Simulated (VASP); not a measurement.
# Bi (R-3m) in VASP: further runs, part 2 of 3

VASP 6.6.1.

## (3) Single point, PBE

This run uses another cell than the first one, of 34.72 Å³/atom, 1.010 times its volume.

The input, INCAR:

```
SYSTEM = Bi
PREC = Accurate ; ENCUT = 520
EDIFF = 1E-7 ; ISMEAR = -1
SIGMA = 0.05 ; LREAL = .FALSE.
LASPH = .TRUE. ; NELM = 60
ALGO = Fast ; ISIF = 2
LWAVE = .FALSE. ; LCHARG = .FALSE.
GGA = PE ; NBANDS = 22
```

The input, KPOINTS:

```
regular mesh
0
G
  6 6 6
  0 0 0
```

The input, POSCAR:

```
Bi
1.0
    2.2675000000      1.3091417354      3.8986200000
   -2.2675000000      1.3091417354      3.8986200000
    0.0000000000     -2.6182834708      3.8986200000
Bi
2
Direct
    0.7660000000      0.7660000000      0.7660000000
    0.2340000000      0.2340000000      0.2340000000
```

Potentials or basis: VASP PAW PBE potentials, release 64 (Bi_d).

Command:

```sh
$ cat potpaw_PBE.64/Bi_d/POTCAR > POTCAR
$ mpirun -np 1 vasp_std > vasp.out
```

Run time: 1.7 min. Hardware: 1 thread of Intel Xeon 8259CL, shared host; peak memory 0.21 GiB.

Results (log left out):

| Property | Result |
| --- | --- |
| Free energy | -7.7651 eV |
| Pressure | 2.6 GPa |
| Largest force | 0.179 eV/Å |
| Band gap on the k mesh | zero (band 15 reaches 6.37 eV, above the bottom of band 16 at 6.25 eV) |

Forces in eV/Å, atoms in the order of the input:
```
Bi   0.000  0.000 -0.179
Bi   0.000  0.000  0.179
```

Stress tensor (GPa, compression positive):
```
2.48 0.00 0.00
0.00 2.48 0.00
0.00 0.00 2.81
```

Levels at points of the mesh, in eV from the Fermi level:
| k point | band 13 | band 14 | band 15 | band 16 | band 17 | band 18 |
| --- | --- | --- | --- | --- | --- | --- |
| (0.00, 0.00, 0.00) | -1.36 | -1.20 | -1.20 | 2.60 | 3.08 | 3.08 |
| (0.50, 0.00, 0.00) | -1.20 | -1.13 | -0.20 | -0.17 | 0.64 | 1.09 |
| (0.50, 0.50, 0.00) | -4.70 | -2.97 | -2.92 | 2.41 | 5.12 | 5.57 |
| (0.50, 0.50, 0.50) | -0.90 | -0.58 | -0.58 | 0.71 | 0.71 | 0.80 |

Caveat: spin-orbit coupling is left out, which moves the levels of the heavy elements.

## (4) Single point, PBE

This run uses another cell than the first one, of 35.07 Å³/atom, 1.020 times its volume.

The input, INCAR:

```
SYSTEM = Bi
ALGO     = Normal         ! electronic algorithm
EDIFF    = 1E-6           ! SCF threshold, eV
ENCUT    = 520            ! plane-wave cutoff, eV
GGA      = PE             ! functional
ISIF     = 2              ! what is computed and relaxed
ISMEAR   = -1             ! smearing method
LASPH    = .TRUE.         ! aspherical terms in the spheres
LCHARG   = .FALSE.        ! write CHGCAR
LREAL    = .FALSE.        ! projectors in reciprocal space
LWAVE    = .FALSE.        ! write WAVECAR
NBANDS   = 22             ! bands
NELM     = 80             ! most SCF steps
PREC     = Accurate       ! precision mode
SIGMA    = 0.05           ! smearing width, eV
```

The input, KPOINTS:

```
k-points
0
G
  6 6 6
  0 0 0
```

The input, POSCAR:

```
Bi
1.0
    2.2675000000      1.3091417354      3.9380000000
   -2.2675000000      1.3091417354      3.9380000000
    0.0000000000     -2.6182834708      3.9380000000
Bi
2
Direct
    0.7660000000      0.7660000000      0.7660000000
    0.2340000000      0.2340000000      0.2340000000
```

Potentials or basis: VASP PAW PBE potentials, release 64 (Bi_d).

Command:

```sh
$ cat potpaw_PBE.64/Bi_d/POTCAR > POTCAR
$ mpirun -np 1 vasp_std > vasp.out
```

OUTCAR:

```text
SYSTEM = Bi
   EDIFF = 1E-6
   ENCUT = 520
   GGA = PE
   ISIF = 2
   ISMEAR = -1
   LASPH = .TRUE.
   LREAL = .FALSE.
   NELM = 80
   PREC = Accurate

 ion  position               nearest neighbor table
   1  0.766  0.766  0.766-   2 3.06   2 3.06   2 3.06   2 3.52   2 3.52   2 3.52
   2  0.234  0.234  0.234-   1 3.06   1 3.06   1 3.06   1 3.52   1 3.52   1 3.52

  LATTYP: Found a trigonal (rhomboedric) cell.
 ALAT       =     4.7289800521
 COS(alpha) =     0.5401781303

  Lattice vectors:

 A1 = (   2.2675000000,   1.3091417354,   3.9380000000)
 A2 = (  -2.2675000000,   1.3091417354,   3.9380000000)
 A3 = (   0.0000000000,  -2.6182834708,   3.9380000000)

Analysis of symmetry for initial positions (statically):
=====================================================================
 Subroutine PRICEL returns:
 Original cell was already a primitive cell.

 Routine SETGRP: Setting up the symmetry group for a
 trigonal (rhombohedral) supercell.

 Subroutine GETGRP returns: Found 12 space group operations
 (whereof 12 operations were pure point group operations)
 out of a pool of 12 trial point group operations.

The static configuration has the point symmetry D_3d.

Analysis of symmetry for dynamics (positions and initial velocities):
=====================================================================
 Subroutine PRICEL returns:
 Original cell was already a primitive cell.

 Routine SETGRP: Setting up the symmetry group for a
 trigonal (rhombohedral) supercell.

 Subroutine GETGRP returns: Found 12 space group operations
 (whereof 12 operations were pure point group operations)
 out of a pool of 12 trial point group operations.

The dynamic configuration has the point symmetry D_3d.

 Subroutine INISYM returns: Found 12 space group operations
 (whereof 12 operations are pure point group operations),
 and found     1 'primitive' translations

[... 108 lines left out ...]
   EFERMI =   0.00;   METHOD = LEGACY
   ISMEAR =    -1;   SIGMA  =   0.05  broadening in eV -4-tet -1-fermi 0-gaus
   EFERMI_NEDOS =   21; number of points for ismear=-14 and -15
   IALGO  =     38    algorithm
   IMIX   =      4    mixing-type and parameters
     AMIX     =   0.40;   BMIX     =  1.00
     AMIX_MAG =   1.60;   BMIX_MAG =  1.00
  volume/ion in A,a.u.               =      35.07       236.66
  Fermi-wavevector in a.u.,A,eV,Ry     =   1.233469  2.330919 20.700530  1.521446
  Thomas-Fermi vector in A             =   2.368198
   LORBIT       =      0    0 simple, 1 ext, 2 COOP (PROOUT), +10 PAW based schemes
   GGA     = PE    functional components
   LHFCALC =     F    Hartree Fock is set to
   AEXX    =    0.0000 exact exchange contribution
   IVDW    =     0    specifies the selected vdW correction
   LEPSILON=     F    determine dielectric tensor
   LRPA    =     F    only Hartree local field effects (RPA)
 non-spin polarized calculation
  energy-cutoff  :      520.00
  volume of cell :       70.14
 maximum number of plane-waves:      1934
   NGX = 17   NGY = 17   NGZ = 17

 number of electron      30.0000004 magnetization

 Free energy of the ion-electron system (eV)
  ---------------------------------------------------
  ext. energy  EPLUGINS =         0.00000000
  ---------------------------------------------------
  free energy    TOTEN  =        -7.77632792 eV

  energy without entropy =       -7.77283342  energy(sigma->0) =       -7.77458067

 E-fermi :   6.3079     XC(G=0):  -9.5460

 val. band max:        6.2659512689   @ k =  -0.3333   0.5000   0.3333
 cond. band min:       6.9021044706   @ k =   0.3333   0.1667   0.1667
 fundamental gap:      0.6361532017
 Fermi energy:         6.3078966695

 k-point     1 :       0.0000    0.0000    0.0000
  band No.  band energies     occupation
      1     -16.5611      2.00000
      2     -16.5611      2.00000
      3     -16.4087      2.00000
      4     -16.4087      2.00000
      5     -16.3921      2.00000
      6     -16.2221      2.00000
[... 589 lines left out ...]
     21      16.3412      0.00000
     22      16.7052      0.00000

 [... further k-points ...]

------------------------ aborting loop because EDIFF is reached ----------------------------------------

  FORCE on cell =-STRESS in cart. coord.  units (eV):
  Direction    XX          YY          ZZ          XY          YZ          ZX
  --------------------------------------------------------------------------------------
  -------------------------------------------------------------------------------------
  Total        0.9046655      0.9046655      0.9550538      0.0000000      0.0000000     -0.0000000
  in kB       20.6651074     20.6651074     21.8161191      0.0000000      0.0000000     -0.0000000
  external PRESSURE =      21.0487780 kB  Pullay stress =       0.0000000 kB

 VOLUME and BASIS-vectors are now :
 -----------------------------------------------------------------------------
  energy-cutoff  :      520.00
  volume of cell :       70.14
      direct lattice vectors                 reciprocal lattice vectors
     2.267500000  1.309141735  3.938000000     0.220507166  0.127309872  0.084645336
    -2.267500000  1.309141735  3.938000000    -0.220507166  0.127309872  0.084645336
     0.000000000 -2.618283471  3.938000000     0.000000000 -0.254619744  0.084645336

 POSITION                                       TOTAL-FORCE (eV/Angst)
 -----------------------------------------------------------------------------------
      0.00000      0.00000      9.04952         0.000000      0.000000     -0.125497
      0.00000      0.00000      2.76448         0.000000      0.000000      0.125497
 -----------------------------------------------------------------------------------
    total drift:                               -0.000000      0.000000     -0.000000

  FREE ENERGIE OF THE ION-ELECTRON SYSTEM (eV)
  ---------------------------------------------------
  free  energy   TOTEN  =        -7.7763279228 eV

  energy  without entropy=       -7.7728334197  energy(sigma->0) =       -7.77458067
```

stdout:

```text
POSCAR found type information on POSCAR Bi
 POSCAR found :  1 types and       2 ions
 scaLAPACK will be used
 LDA part: xc-table for (Slater+PW92), standard interpolation
 POSCAR, INCAR and KPOINTS ok, starting setup
 FFT: planning ... GRIDC
 FFT: planning ... GRID_SOFT
 FFT: planning ... GRID
 WAVECAR not read
 entering main loop
```

Run time: 67 s. Hardware: 1 thread of Intel Xeon 8259CL, shared host; peak memory 0.21 GiB.

What came out:

```
Free energy            : -7.7763 eV
Pressure               : 2.1 GPa
Largest force          : 0.125 eV/Å
Band gap on the k mesh : zero (band 15 reaches 6.27 eV, above the bottom of band 16 at 6.12 eV)
```

Forces in eV/Å, atoms in the order of the input:
```
Bi   0.000  0.000 -0.125
Bi   0.000  0.000  0.125
```

Levels at points of the mesh, in eV from the Fermi level:
```tsv
k point	band 13	band 14	band 15	band 16	band 17	band 18
(0.00, 0.00, 0.00)	-1.41	-1.15	-1.15	2.58	3.05	3.05
(0.50, 0.00, 0.00)	-1.26	-1.12	-0.19	-0.18	0.60	1.10
(0.50, 0.50, 0.00)	-4.64	-2.96	-2.85	2.43	5.04	5.52
(0.50, 0.50, 0.50)	-0.86	-0.54	-0.54	0.75	0.75	0.82
```

Caveat: spin-orbit coupling is left out, which moves the levels of the heavy elements.

[end of part 2 of 3]
